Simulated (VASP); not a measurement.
Here is a VASP 6.6.1 calculation.

POSCAR

```
SnO
1.0
    3.8389522158      0.0000000000      0.0000000000
    0.0000000000      3.8389522158      0.0000000000
    0.0000000000      0.0000000000      4.9192779074
Sn O
2 2
Direct
    0.5000000000      0.0000000000      0.7646261400
    0.0000000000      0.5000000000      0.2353738600
    0.0000000000      0.0000000000      0.0000000000
    0.5000000000      0.5000000000      0.0000000000
```

Contents of INCAR.step1:

```
SYSTEM = SnO
PREC = Accurate
ENCUT = 660
ISMEAR = -1
SIGMA = 0.05
LREAL = .FALSE.
LASPH = .TRUE.
NELM = 120
NBANDS = 28
GGA = PE
ALGO = Normal
EDIFF = 1E-5
LWAVE = .TRUE.
LCHARG = .FALSE.
GGA_COMPAT = .FALSE.
```

Contents of INCAR.step2:

```
SYSTEM = SnO
PREC = Accurate
ENCUT = 660
EDIFF = 1E-6
ISMEAR = -1
SIGMA = 0.05
LREAL = .FALSE.
LASPH = .TRUE.
NELM = 120
ALGO = Normal
ISIF = 2
LWAVE = .FALSE.
LCHARG = .FALSE.
METAGGA = R2SCAN
LMIXTAU = .TRUE.
LUSE_VDW = .TRUE.
IVDW_NL = 2
BPARAM = 11.95
CPARAM = 0.0093
NBANDS = 28
ISTART = 1
GGA_COMPAT = .FALSE.
```

KPOINTS

```
Automatic mesh
0
G
  7 7 6
  0 0 0
```

Potentials or basis: VASP PAW PBE potentials, release 64 (Sn_d, O).

Run with:

```console
$ cat potpaw_PBE.64/Sn_d/POTCAR potpaw_PBE.64/O/POTCAR > POTCAR
$ cp INCAR.step1 INCAR
$ mpirun -np 1 vasp_std > vasp.out
$ cp INCAR.step2 INCAR
$ mpirun -np 1 vasp_std > vasp.out
```

(1) What does it give for the pressure?

(2) Estimate the largest force.

(3) Estimate the band gap on the k mesh.

## Answers

(1) -2.8 GPa.

(2) 0.246 eV/Å.

(3) 0.55 eV (least direct gap 2.33 eV).

Caveat: the PAW data sets were made with another functional, which shifts forces and pressure a little; spin-orbit coupling is left out, which moves the levels of the heavy elements; an odd mesh through Γ misses points on the zone boundary, where band edges can lie.
